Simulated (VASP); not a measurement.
GaSb2:

```
Ga Sb
1.0
     5.37571    0.00000    0.00000
    -2.68785    4.65550    0.00000
     0.00000    0.00000    3.21448
Ga Sb
1 2
Direct
  0.00000 0.00000 0.00000
  0.33333 0.66667 0.50000
  0.66667 0.33333 0.50000
```

The cell was generated, and may not be a known phase.

* Program: VASP 6.6.1
* Task: relaxation of cell and atoms
* Functional: PBE
* Potentials or basis: VASP PAW PBE potentials, release 64 (Ga_d, Sb)
* Cutoff: 600 eV
* k mesh: 12 × 12 × 14
* Occupations: gaussian, width 0.1 eV
* Spin: no spin polarisation

At the start: pressure -0.6 GPa; volume 26.82 Å³/atom.

Problem. How do energy, volume and symmetry change on relaxing?

Solution. Over 5 steps the energy falls by 3.9 meV/atom and the volume is 26.41 Å³/atom (-1.5 %); space group P6/mmm (No. 191, to 0.1 Å) before and after.

Step by step:
| step | energy change (eV) | largest force (eV/Å) | pressure (GPa) | volume (Å³) |
| --- | --- | --- | --- | --- |
| 1 | 0.0000 | 0.0000 | -0.59 | 80.45 |
| 2 | -0.0115 | 0.0000 | -0.03 | 79.30 |
| 3 | -0.0118 | 0.0000 | 0.06 | 79.13 |
| 4 | -0.0118 | 0.0000 | 0.08 | 79.11 |
| 5 | -0.0118 | 0.0000 | 0.00 | 79.24 |

Final structure:
```cif
data_structure
_symmetry_space_group_name_H-M 'P 1'
_symmetry_Int_Tables_number 1
_cell_length_a 5.3901
_cell_length_b 5.3901
_cell_length_c 3.1492
_cell_angle_alpha 90.000
_cell_angle_beta 90.000
_cell_angle_gamma 120.000
_cell_volume 79.24
loop_
_atom_site_label
_atom_site_type_symbol
_atom_site_fract_x
_atom_site_fract_y
_atom_site_fract_z
_atom_site_occupancy
Ga1 Ga 0.00000 0.00000 0.00000 1
Sb1 Sb 0.33333 0.66667 0.50000 1
Sb2 Sb 0.66667 0.33333 0.50000 1
```

Caveat: an odd number of electrons without spin polarisation forces a metal; a magnetic or distorted state may lie lower.
